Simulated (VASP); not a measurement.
Te2Mo: single point with PBE

Te2Mo:

```
Te Mo
1.0
     3.73492    0.00000    0.00000
    -1.86746    3.23454    0.00000
     0.00000    0.00000   14.44448
Te Mo
4 2
Direct
  0.33333 0.66667 0.63109
  0.66667 0.33333 0.13109
  0.33333 0.66667 0.86891
  0.66667 0.33333 0.36891
  0.33333 0.66667 0.25000
  0.66667 0.33333 0.75000
```

This cell differs from its parent crystal: strain +0.050 along x and y, -0.050 along z.

```
Program             : VASP 6.6.1
Task                : single point
Functional          : PBE
Potentials or basis : VASP PAW PBE potentials, release 64 (Te, Mo_sv)
Cutoff              : 520 eV
k mesh              : 12 × 12 × 2
Occupations         : gaussian, width 0.05 eV
Spin                : no spin polarisation
```

* Pressure: -2.4 GPa
* Largest force: 0.412 eV/Å
* Band gap on the k mesh: 0.18 eV (least direct gap 0.68 eV)

Forces on the atoms (eV/Å):
```
Te   0.000  0.000 -0.412
Te   0.000  0.000 -0.412
Te   0.000  0.000  0.412
Te   0.000  0.000  0.412
Mo   0.000  0.000  0.000
Mo   0.000  0.000  0.000
```

Stress tensor (GPa, compression positive):
```
-4.91  0.00  0.00
 0.00 -4.91  0.00
 0.00  0.00  2.73
```

Levels at points of the mesh, in eV from the valence-band top:
```
           k point  band 24  band 25  band 26  band 27  band 28  band 29
(0.00, 0.00, 0.00)    -0.64    -0.33     0.00     2.18     2.18     2.24
(0.50, 0.00, 0.00)    -1.17    -1.06    -0.97     0.60     0.64     0.87
(0.00, 0.00, 0.50)    -1.52    -0.06    -0.06     2.20     2.20     2.20
(0.50, 0.00, 0.50)    -1.22    -1.01    -1.01     0.62     0.62     0.91
```

It took 2.7 min on 1 thread of Intel(R) Xeon(R) 6975P-C (Granite Rapids) (shared host), peak memory 0.37 GiB.

Caveat: the cell differs from its parent crystal (strain +0.050 along x and y, -0.050 along z); spin-orbit coupling is left out, which moves the levels of the heavy elements; this functional lacks dispersion, which binds the layers, so the pressure and a relaxed spacing across them are unreliable. A k mesh can miss the band edges.
